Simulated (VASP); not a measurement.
# ZrN (Fm-3m) in VASP: notebook

The runs below take ZrN through single point, with PBE.

All numbers are computed with VASP 6.6.1; they aren't measurements. Logs are shortened: lines on timing, memory, paths and dates and some standing lists are left out, and cuts for length are marked.

### 1 The cell of the first run

The structure is cubic, space group Fm-3m (No. 225). Conventional cell: a = 4.600 Å, b = 4.600 Å, c = 4.600 Å, α = 90.00°, β = 90.00°, γ = 90.00°. Within 3.0 Å of Zr (site symmetry m-3m) lie 6 N at 2.30 Å. Within 3.0 Å of N (site symmetry m-3m) lie 6 Zr at 2.30 Å.

### 2 Single point, PBE

INCAR

```
SYSTEM = ZrN
PREC = Accurate
ENCUT = 600
EDIFF = 1E-6
ISMEAR = 0
SIGMA = 0.05
LREAL = .FALSE.
LASPH = .TRUE.
NELM = 120
ALGO = Normal
ISIF = 2
LWAVE = .FALSE.
LCHARG = .TRUE.
GGA = PE
LELF = .TRUE.
LVHAR = .TRUE.
NBANDS = 16
GGA_COMPAT = .FALSE.
```

KPOINTS

```
regular mesh
0
G
  16 16 16
  0 0 0
```

POSCAR

```
ZrN
1.0
    0.0000000000      2.3000000000      2.3000000000
    2.3000000000      0.0000000000      2.3000000000
    2.3000000000      2.3000000000      0.0000000000
Zr N
1 1
Direct
    0.5000000000      0.5000000000      0.5000000000
    0.0000000000      0.0000000000      0.0000000000
```

Potentials or basis: VASP PAW PBE potentials, release 64 (Zr_sv, N).

Launch:

```sh
$ cat potpaw_PBE.64/Zr_sv/POTCAR potpaw_PBE.64/N/POTCAR > POTCAR
$ mpirun -np 1 vasp_std > vasp.out
```

OUTCAR:

```text
SYSTEM = ZrN
   PREC = Accurate
   ENCUT = 600
   EDIFF = 1E-6
   ISMEAR = 0
   LREAL = .FALSE.
   LASPH = .TRUE.
   NELM = 120
   ISIF = 2
   GGA = PE

 ion  position               nearest neighbor table
   1  0.500  0.500  0.500-   2 2.30   2 2.30   2 2.30   2 2.30   2 2.30   2 2.30
   2  0.000  0.000  0.000-   1 2.30   1 2.30   1 2.30   1 2.30   1 2.30   1 2.30

  LATTYP: Found a face centered cubic cell.
 ALAT       =     4.6000000000

  Lattice vectors:

 A1 = (   0.0000000000,   2.3000000000,   2.3000000000)
 A2 = (   2.3000000000,   0.0000000000,   2.3000000000)
 A3 = (   2.3000000000,   2.3000000000,   0.0000000000)

Analysis of symmetry for initial positions (statically):
=====================================================================
 Subroutine PRICEL returns:
 Original cell was already a primitive cell.

 Routine SETGRP: Setting up the symmetry group for a
 face centered cubic supercell.

 Subroutine GETGRP returns: Found 48 space group operations
 (whereof 48 operations were pure point group operations)
 out of a pool of 48 trial point group operations.

The static configuration has the point symmetry O_h .

Analysis of symmetry for dynamics (positions and initial velocities):
=====================================================================
 Subroutine PRICEL returns:
 Original cell was already a primitive cell.

 Routine SETGRP: Setting up the symmetry group for a
 face centered cubic supercell.

 Subroutine GETGRP returns: Found 48 space group operations
 (whereof 48 operations were pure point group operations)
 out of a pool of 48 trial point group operations.

The dynamic configuration has the point symmetry O_h .

 Subroutine INISYM returns: Found 48 space group operations
 (whereof 48 operations are pure point group operations),
 and found     1 'primitive' translations

----------------------------------------------------------------------------------------

                                     Primitive cell

  volume of cell :      24.3340

  direct lattice vectors                    reciprocal lattice vectors
     0.000000000  2.300000000  2.300000000    -0.217391304  0.217391304  0.217391304
     2.300000000  0.000000000  2.300000000     0.217391304 -0.217391304  0.217391304
     2.300000000  2.300000000  0.000000000     0.217391304  0.217391304 -0.217391304

  length of vectors
     3.252691193  3.252691193  3.252691193     0.376532784  0.376532784  0.376532784

  position of ions in fractional coordinates (direct lattice)
     0.500000000  0.500000000  0.500000000
     0.000000000  0.000000000  0.000000000

  ion indices of the primitive-cell ions
   primitive index   ion index
                 1           1
                 2           2

----------------------------------------------------------------------------------------

 KPOINTS: regular mesh

Automatic generation of k-mesh.
 Grid dimensions read from file:
 generate k-points for:   16   16   16

 Generating k-lattice:

  Cartesian coordinates                     Fractional coordinates (reciprocal lattice)
    -0.013586957  0.013586957  0.013586957     0.062500000  0.000000000  0.000000000
     0.013586957 -0.013586957  0.013586957     0.000000000  0.062500000  0.000000000
     0.013586957  0.013586957 -0.013586957     0.000000000  0.000000000  0.062500000

  Length of vectors
     0.023533299  0.023533299  0.023533299

  Shift w.r.t. Gamma in fractional coordinates (k-lattice)
     0.000000000  0.000000000  0.000000000

 Subroutine IBZKPT returns following result:
 ===========================================

 Found    145 irreducible k-points:

 Following reciprocal coordinates:
            Coordinates               Weight
  0.000000  0.000000  0.000000      1.000000
  0.062500  0.000000  0.000000      8.000000
  0.125000  0.000000  0.000000      8.000000
  0.187500  0.000000  0.000000      8.000000
  0.250000  0.000000  0.000000      8.000000
  0.312500  0.000000  0.000000      8.000000
[... 16 lines left out ...]
 -0.125000  0.062500  0.000000     24.000000
 -0.062500  0.062500  0.000000     12.000000
 [... further k-points ...]
   k-points           NKPTS =    145   k-points in BZ     NKDIM =    145   number of bands    NBANDS=     16
   number of dos      NEDOS =    301   number of ions     NIONS =      2
   total plane-waves  NPLWV =  21952
   dimension x,y,z NGX =    28 NGY =   28 NGZ =   28
   dimension x,y,z NGXF=    56 NGYF=   56 NGZF=   56
   ions per type =               1   1
   NGX,Y,Z   is equivalent  to a cutoff of  14.31, 14.31, 14.31 a.u.
   NGXF,Y,Z  is equivalent  to a cutoff of  28.62, 28.62, 28.62 a.u.
 SYSTEM =  ZrN
   PREC   = accura    normal or accurate (medium, high low for compatibility)
   ISTART =      0    job   : 0-new  1-cont  2-samecut
   ICHARG =      2    charge: 1-file 2-atom 10-const
   ISPIN  =      1    spin polarized calculation?
   LNONCOLLINEAR =      F non collinear calculations
   LSORBIT =      F    spin-orbit coupling
   LASPH  =      T    aspherical Exc in radial PAW
   ENCUT  =  600.0 eV  44.10 Ry    6.64 a.u.   6.50  6.50  6.50*2*pi/ulx,y,z
   NELM   =    120;   NELMIN=  2; NELMDL= -5     # of ELM steps
   EDIFF  = 0.1E-05   stopping-criterion for ELM
   LREAL  =      F    real-space projection
   EDIFFG = 0.1E-04   stopping-criterion for IOM
   NSW    =      0    number of steps for IOM
   IBRION =     -1    ionic relax: 0-MD 1-quasi-New 2-CG
   NFREE  =      0    steps in history (QN), initial steepest desc. (CG)
   ISIF   =      2    stress and relaxation
   ISYM   =      2    0-nonsym 1-usesym 2-fastsym
   POTIM  = 0.5000    time-step for ionic-motion
   TEBEG  =    0.0;   TEEND  =   0.0 temperature during run
   PSTRESS=    0.0 pullay stress
   NELECT =      17.0000    total number of electrons
   NUPDOWN=      -1.0000    fix difference up-down
   EMIN   =  10.00;   EMAX   =-10.00  energy-range for DOS
   EFERMI =   0.00;   METHOD = LEGACY
   ISMEAR =     0;   SIGMA  =   0.05  broadening in eV -4-tet -1-fermi 0-gaus
   EFERMI_NEDOS =   21; number of points for ismear=-14 and -15
   IALGO  =     38    algorithm
   IMIX   =      4    mixing-type and parameters
     AMIX     =   0.40;   BMIX     =  1.00
     AMIX_MAG =   1.60;   BMIX_MAG =  1.00
  volume/ion in A,a.u.               =      12.17        82.11
  Fermi-wavevector in a.u.,A,eV,Ry     =   1.452624  2.745062 28.709889  2.110117
  Thomas-Fermi vector in A             =   2.569985
   LORBIT       =      0    0 simple, 1 ext, 2 COOP (PROOUT), +10 PAW based schemes
   GGA     = PE    functional components
   LHFCALC =     F    Hartree Fock is set to
   AEXX    =    0.0000 exact exchange contribution
   IVDW    =     0    specifies the selected vdW correction
   LEPSILON=     F    determine dielectric tensor
   LRPA    =     F    only Hartree local field effects (RPA)
 non-spin polarized calculation
 Gauss-broadening in eV      SIGMA  =   0.05
  energy-cutoff  :      600.00
  volume of cell :       24.33
 maximum number of plane-waves:       869
 NGX is ok and might be reduce to    28
   NGX = 13   NGY = 13   NGZ = 13

 number of electron      17.0000000 magnetization

 Free energy of the ion-electron system (eV)
  ---------------------------------------------------
  ext. energy  EPLUGINS =         0.00000000
  ---------------------------------------------------
  free energy    TOTEN  =       -20.37308338 eV

  energy without entropy =      -20.37181207  energy(sigma->0) =      -20.37244772

 E-fermi :  11.8395     XC(G=0): -12.4525

 val. band max:       11.8340763995   @ k =   0.4375   0.1875   0.0625
 cond. band min:      11.8479971786   @ k =  -0.1250   0.0625   0.0000
 fundamental gap:      0.0139207791
 Fermi energy:        11.8394739078

 k-point     1 :       0.0000    0.0000    0.0000
  band No.  band energies     occupation
      1     -37.7780      2.00000
      2     -15.4090      2.00000
      3     -15.4090      2.00000
      4     -15.4090      2.00000
      5      -4.3881      2.00000
      6       9.1996      2.00000
[... 8 lines left out ...]
     15      21.0094      0.00000
     16      34.1500      0.00000

 k-point     2 :       0.0625    0.0000    0.0000
  band No.  band energies     occupation
      1     -37.7730      2.00000
      2     -15.4565      2.00000
      3     -15.4125      2.00000
      4     -15.4125      2.00000
      5      -4.3101      2.00000
      6       8.8548      2.00000
[... 8 lines left out ...]
     15      21.2733      0.00000
     16      33.1568      0.00000

 k-point     3 :       0.1250    0.0000    0.0000
  band No.  band energies     occupation
      1     -37.7585      2.00000
      2     -15.5893      2.00000
      3     -15.4225      2.00000
      4     -15.4225      2.00000
      5      -4.0880      2.00000
      6       8.0715      2.00000
[... 8 lines left out ...]
     15      22.0003      0.00000
     16      31.5014      0.00000

 k-point     4 :       0.1875    0.0000    0.0000
  band No.  band energies     occupation
      1     -37.7368      2.00000
      2     -15.7812      2.00000
      3     -15.4375      2.00000
      4     -15.4375      2.00000
      5      -3.7549      2.00000
      6       7.1531      2.00000
[... 8 lines left out ...]
     15      22.9871      0.00000
     16      30.0135      0.00000

 k-point     5 :       0.2500    0.0000    0.0000
  band No.  band energies     occupation
      1     -37.7110      2.00000
      2     -15.9984      2.00000
      3     -15.4550      2.00000
      4     -15.4550      2.00000
      5      -3.3568      2.00000
      6       6.2500      2.00000
[... 8 lines left out ...]
     15      23.8375      0.00000
     16      28.8224      0.00000

 k-point     6 :       0.3125    0.0000    0.0000
  band No.  band energies     occupation
      1     -37.6850      2.00000
      2     -16.2067      2.00000
      3     -15.4725      2.00000
      4     -15.4725      2.00000
      5      -2.9468      2.00000
      6       5.4459      2.00000
[... 8 lines left out ...]
     15      24.1534      0.00000
     16      27.0800      0.00000

 k-point     7 :       0.3750    0.0000    0.0000
  band No.  band energies     occupation
      1     -37.6629      2.00000
      2     -16.3773      2.00000
      3     -15.4872      2.00000
      4     -15.4872      2.00000
      5      -2.5830      2.00000
      6       4.8035      2.00000
[... 8 lines left out ...]
     15      24.2376      0.00000
     16      25.5706      0.00000

 k-point     8 :       0.4375    0.0000    0.0000
  band No.  band energies     occupation
      1     -37.6480      2.00000
      2     -16.4883      2.00000
      3     -15.4969      2.00000
      4     -15.4969      2.00000
      5      -2.3272      2.00000
      6       4.3823      2.00000
[... 8 lines left out ...]
     15      24.4755      0.00000
     16      24.4764      0.00000

 k-point     9 :       0.5000    0.0000    0.0000
  band No.  band energies     occupation
      1     -37.6428      2.00000
      2     -16.5268      2.00000
      3     -15.5003      2.00000
      4     -15.5003      2.00000
      5      -2.2341      2.00000
      6       4.2345      2.00000
[... 8 lines left out ...]
     15      24.0558      0.00000
     16      24.0558      0.00000
[... 172 lines left out ...]
 k-point    19 :      -0.3750    0.0625    0.0000
  band No.  band energies     occupation
      1     -37.6546      2.00000
      2     -16.4083      2.00000
      3     -15.5318      2.00000
      4     -15.4851      2.00000
      5      -2.5171      2.00000
      6       4.6888      2.00000
[... 8 lines left out ...]
     15      24.2233      0.00000
     16      24.8700      0.00000

 k-point    20 :      -0.3125    0.0625    0.0000
  band No.  band energies     occupation
      1     -37.6743      2.00000
      2     -16.2607      2.00000
      3     -15.5227      2.00000
      4     -15.4660      2.00000
      5      -2.8272      2.00000
      6       5.2112      2.00000
[... 8 lines left out ...]
     15      24.2106      0.00000
     16      25.9175      0.00000

 k-point    21 :      -0.2500    0.0625    0.0000
  band No.  band energies     occupation
      1     -37.6990      2.00000
      2     -16.0692      2.00000
      3     -15.5066      2.00000
      4     -15.4462      2.00000
      5      -3.2039      2.00000
      6       5.9016      2.00000
[... 8 lines left out ...]
     15      24.1103      0.00000
     16      27.1575      0.00000

 k-point    22 :      -0.1875    0.0625    0.0000
  band No.  band energies     occupation
      1     -37.7248      2.00000
      2     -15.8602      2.00000
      3     -15.4854      2.00000
      4     -15.4285      2.00000
      5      -3.5907      2.00000
      6       6.6998      2.00000
[... 8 lines left out ...]
     15      23.4696      0.00000
     16      28.5255      0.00000

 k-point    23 :      -0.1250    0.0625    0.0000
  band No.  band energies     occupation
      1     -37.7479      2.00000
      2     -15.6660      2.00000
      3     -15.4615      2.00000
      4     -15.4159      2.00000
      5      -3.9341      2.00000
      6       7.5358      2.00000
[... 8 lines left out ...]
     15      22.5083      0.00000
     16      30.1658      0.00000

 k-point    24 :      -0.0625    0.0625    0.0000
  band No.  band energies     occupation
      1     -37.7648      2.00000
      2     -15.5223      2.00000
      3     -15.4359      2.00000
      4     -15.4103      2.00000
      5      -4.1863      2.00000
      6       8.3135      2.00000
[... 8 lines left out ...]
     15      21.6908      0.00000
     16      31.9286      0.00000

 [... further k-points ...]

------------------------ aborting loop because EDIFF is reached ----------------------------------------

  FORCE on cell =-STRESS in cart. coord.  units (eV):
  Direction    XX          YY          ZZ          XY          YZ          ZX
  --------------------------------------------------------------------------------------
  -------------------------------------------------------------------------------------
  Total       -0.1101184     -0.1101184     -0.1101184      0.0000000      0.0000000     -0.0000000
  in kB       -7.2503194     -7.2503194     -7.2503194      0.0000000      0.0000000     -0.0000000
  external PRESSURE =      -7.2503194 kB  Pullay stress =       0.0000000 kB

 VOLUME and BASIS-vectors are now :
 -----------------------------------------------------------------------------
  energy-cutoff  :      600.00
  volume of cell :       24.33
      direct lattice vectors                 reciprocal lattice vectors
     0.000000000  2.300000000  2.300000000    -0.217391304  0.217391304  0.217391304
     2.300000000  0.000000000  2.300000000     0.217391304 -0.217391304  0.217391304
     2.300000000  2.300000000  0.000000000     0.217391304  0.217391304 -0.217391304

 POSITION                                       TOTAL-FORCE (eV/Angst)
 -----------------------------------------------------------------------------------
      2.30000      2.30000      2.30000         0.000000      0.000000      0.000000
      0.00000      0.00000      0.00000        -0.000000     -0.000000     -0.000000
 -----------------------------------------------------------------------------------
    total drift:                                0.000000      0.000000      0.000000

  FREE ENERGIE OF THE ION-ELECTRON SYSTEM (eV)
  ---------------------------------------------------
  free  energy   TOTEN  =       -20.3730833766 eV

  energy  without entropy=      -20.3718120671  energy(sigma->0) =      -20.37244772
```

It took 2.2 min on 1 thread of Intel Xeon 8259CL, shared host; peak memory 0.21 GiB.

What came out:

| Property | Result |
| --- | --- |
| Free energy | -20.3731 eV |
| Pressure | -0.7 GPa |
| Band gap on the k mesh | zero (an odd number of electrons rules out a gap without spin polarisation) |

Caveat: an odd number of electrons without spin polarisation forces a metal; a magnetic or distorted state may lie lower.

(Continued in part 2 of 2.)

The gap in the log of VASP goes by the Fermi energy; the results here count the filled bands.